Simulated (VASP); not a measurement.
Set up this calculation in VASP 6.6.1, as the native input.

```yaml
Task: single point
Functional: PBE
Potentials_or_basis: VASP PAW PBE potentials, release 64 (I, Cu)
Cutoff: 520 eV
k_mesh: 7 × 7 × 4
Occupations: fermi-dirac, width 0.05 eV
Spin: no spin polarisation
Dipole_correction: no
Further_INCAR_settings: ALGO = Normal; EDIFF = 1e-07; NBANDS = 26
```

The structure of CuI lies in POSCAR:

```
CuI
1.0
    4.0627443817      0.0000000000      0.0000000000
    0.0000000000      4.0627443817      0.0000000000
    0.0000000000      0.0000000000      6.5074871981
I Cu
2 2
Direct
    0.0000000000      0.5000000000      0.7430343600
    0.5000000000      0.0000000000      0.2569656400
    0.0000000000      0.0000000000      0.0000000000
    0.5000000000      0.5000000000      0.0000000000
```

This cell differs from its parent crystal: volume scaled by 0.98.

One way to write it, as run:

INCAR

```
PREC = Accurate ; ENCUT = 520
EDIFF = 1E-7 ; ISMEAR = -1
SIGMA = 0.05 ; LREAL = F
LASPH = T ; NELM = 80
ALGO = Normal ; ISIF = 2
LWAVE = F ; LCHARG = F
GGA = PE ; NBANDS = 26
```

KPOINTS

```
regular mesh
0
Gamma
  7 7 4
```

Potentials or basis: VASP PAW PBE potentials, release 64 (I, Cu).

Launch:

```sh
$ cat potpaw_PBE.64/I/POTCAR potpaw_PBE.64/Cu/POTCAR > POTCAR
$ mpirun -np 1 vasp_std > vasp.out
```

It gave:

- Pressure: 2.4 GPa
- Largest force: 0.337 eV/Å
- Band gap on the k mesh: 1.66 eV, direct

Caveat: spin-orbit coupling is left out, which moves the levels of the heavy elements; this functional lacks dispersion, which binds the layers, so the pressure and a relaxed spacing across them are unreliable.

Run time: 2.3 min on 1 thread of Intel Xeon 8259CL (shared host), peak memory 0.24 GiB.
